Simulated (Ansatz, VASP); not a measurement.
## One calculation of Sn, two programs

File INCAR:

```
PREC = Accurate
ENCUT = 520
EDIFF = 1E-7
ISMEAR = 0
SIGMA = 0.15
LREAL = F
LASPH = T
NELM = 60
ALGO = Fast
ISIF = 2
LWAVE = F
LCHARG = T
GGA = PE
IVDW = 12
LELF = T
LVHAR = T
NBANDS = 13
```

Contents of KPOINTS:

```
Automatic mesh
0
Gamma
  24 24 24
```

Contents of POSCAR:

```
Sn
1.0
   -1.8245828039      1.8247982435      1.9940914875
    1.8245828039     -1.8247982435      1.9940914875
    1.8245828039      1.8247982435     -1.9940914875
Sn
1
Direct
    0.0000000000      0.0000000000      0.0000000000
```

Input for Ansatz:

```yaml
crystal:
  lattice:
    - [-1.8245828039, 1.8247982435, 1.9940914875]
    - [1.8245828039, -1.8247982435, 1.9940914875]
    - [1.8245828039, 1.8247982435, -1.9940914875]
  atoms:
    - { symbol: Sn, position: [0.0, 0.0, 0.0] }
basis:
  ecutwfc: 420
kpoints:
  mp_grid: { grid: [24, 24, 24] }
hamiltonian:
  xc: pbe
  dispersion: d3bj
scf:
  occupations: { method: gaussian, width: 0.15 }
output:
  forces: true
  stress: true
  eigenvalues: true
```

Change from the starting cell: strain +0.040 along x and y, -0.080 along z, atoms carried along.

Alike in both runs: task single point; functional PBE; dispersion D3(BJ); k mesh 24 × 24 × 24; occupations gaussian, width 0.15 eV; no spin polarisation.

|  | VASP | Ansatz |
| --- | --- | --- |
| version | VASP 6.6.1 | Ansatz 0.2.0 |
| potentials or method | VASP PAW PBE potentials, release 64 (Sn_d), cutoff 520 eV | scalar-relativistic, plane waves, PAW |
| valence electrons in the cell | 14 | 14 |

```tsv
	VASP	Ansatz	Ansatz less VASP
gap on the k mesh at the Fermi level (eV)	none	none	-
pressure (GPa)	-0.2	-0.1	+0.04
traceless stress, the component that is largest in VASP (GPa)	0.36	0.36	-0.002
```

A gap of «none» marks a metal or a gap that the smearing closes.
